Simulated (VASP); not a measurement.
A run of VASP 6.6.1:

POSCAR

```
LiH
1.0
    0.0000000000      2.0029948923      2.0029948923
    2.0853179824      0.0000000000      2.0029948923
    2.0853179824      2.0029948923      0.0000000000
Li H
1 1
Direct
    0.0000000000      0.0000000000      0.0000000000
    0.5000000000      0.5000000000      0.5000000000
```

The input INCAR.step1:

```
PREC = Accurate
ENCUT = 520
ISMEAR = 0
SIGMA = 0.01
LREAL = F
LASPH = T
NELM = 80
NBANDS = 9
GGA = PE
ALGO = Normal
EDIFF = 1E-4
LWAVE = T
LCHARG = F
```

Contents of INCAR.step2:

```
PREC = Accurate
ENCUT = 520
EDIFF = 1E-7
ISMEAR = 0
SIGMA = 0.01
LREAL = F
LASPH = T
NELM = 80
ALGO = Normal
ISIF = 2
LWAVE = F
LCHARG = T
METAGGA = R2SCAN
LMIXTAU = T
LELF = T
LVHAR = T
NBANDS = 9
ISTART = 1
```

KPOINTS

```
Automatic mesh
0
Gamma
  10 10 10
```

Potentials or basis: VASP PAW PBE potentials, release 64 (Li_sv, H).

The run is started by

```sh
$ cat potpaw_PBE.64/Li_sv/POTCAR potpaw_PBE.64/H/POTCAR > POTCAR
$ cp INCAR.step1 INCAR
$ mpirun -np 1 vasp_std > vasp.out
$ cp INCAR.step2 INCAR
$ mpirun -np 1 vasp_std > vasp.out
```

Hardware: 1 thread of Intel(R) Xeon(R) Platinum 8259CL CPU @ 2.50GHz (Skylake/Cascade Lake), with other jobs on the host.

Q: Estimate the wall time of this run.

A: Wall time 57 s on 1 thread of Intel(R) Xeon(R) Platinum 8259CL CPU @ 2.50GHz (Skylake/Cascade Lake), with other jobs on the host, peak memory 0.14 GiB. Counts: k points 102.
